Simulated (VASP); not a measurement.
Crystal: K.

```
K
1.0
     0.00000    3.29154    3.29154
     3.29154    0.00000    3.29154
     3.29154    3.29154    0.00000
K
1
Direct
  0.00000 0.00000 0.00000
```

This isn't the form of K at room conditions, which is bcc.

* Program: VASP 6.6.1
* Task: relaxation of cell and atoms
* Functional: revPBE
* Potentials or basis: VASP PAW PBE potentials, release 64 (K_sv)
* Cutoff: 600 eV
* k mesh: 8 × 8 × 8
* Occupations: fermi-dirac, width 0.1 eV
* Spin: no spin polarisation

At the start: pressure 0.4 GPa; volume 71.32 Å³/atom.

Task: How do energy, volume and symmetry change on relaxing?

Result: Over 4 steps the energy falls by 11.2 meV/atom and the volume is 80.09 Å³/atom (+12.3 %); space group Fm-3m (No. 225, to 0.1 Å) before and after.

Step by step:
```csv
step,energy change (eV),largest force (eV/Å),pressure (GPa),volume (Å³)
1,0.0000,0.0000,0.45,71.32
2,-0.0050,0.0000,0.32,73.41
3,-0.0112,0.0000,0.03,79.37
4,-0.0112,0.0000,0.00,80.09
```

Final structure:
```xyz
1
Lattice="0.0000 3.4212 3.4212 3.4212 0.0000 3.4212 3.4212 3.4212 0.0000" Properties=species:S:1:pos:R:3 pbc="T T T"
K     0.0000    0.0000    0.0000
```

Caveat: the PAW data sets were made with another functional, which shifts forces and pressure a little.
